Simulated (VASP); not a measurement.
Here is a VASP 6.6.1 calculation.

The input INCAR:

```
PREC = Accurate ; ENCUT = 520
EDIFF = 1E-6 ; ISMEAR = 0
SIGMA = 0.1 ; LREAL = F
LASPH = T ; NELM = 60
ALGO = Normal ; ISIF = 2
LWAVE = F ; LCHARG = F
GGA = PE ; NBANDS = 26
```

The input KPOINTS:

```
regular mesh
0
Gamma
  6 6 6
```

Contents of POSCAR:

```
CuMoH6
1.0
    0.0000000000      3.0975530676      3.0975530676
    3.0975530676      0.0000000000      3.0975530676
    3.0975530676      3.0975530676      0.0000000000
Cu H Mo
1 6 1
Direct
    0.7500000000      0.7500000000      0.7500000000
    0.7889729691      0.2110270309      0.2110270309
    0.2110270309      0.7889729691      0.7889729691
    0.2110270309      0.2110270309      0.7889729691
    0.7889729691      0.7889729691      0.2110270309
    0.7889729691      0.2110270309      0.7889729691
    0.2110270309      0.7889729691      0.2110270309
    0.5000000000      0.5000000000      0.5000000000
```

Potentials or basis: VASP PAW PBE potentials, release 64 (Cu, H, Mo_sv).

The run is started by

```sh
$ cat potpaw_PBE.64/Cu/POTCAR potpaw_PBE.64/H/POTCAR potpaw_PBE.64/Mo_sv/POTCAR > POTCAR
$ mpirun -np 1 vasp_std > vasp.out
```

Task: Estimate the pressure.

Result: -0.1 GPa.

Task: Predict the band gap on the k mesh.

Result: Zero (an odd number of electrons rules out a gap without spin polarisation).

Forces on the atoms (eV/Å):
```
Cu   0.000  0.000  0.000
H   -0.002  0.000  0.000
H    0.002  0.000  0.000
H    0.000  0.000 -0.002
H    0.000  0.000  0.002
H    0.000  0.002  0.000
H    0.000 -0.002  0.000
Mo   0.000  0.000  0.000
```
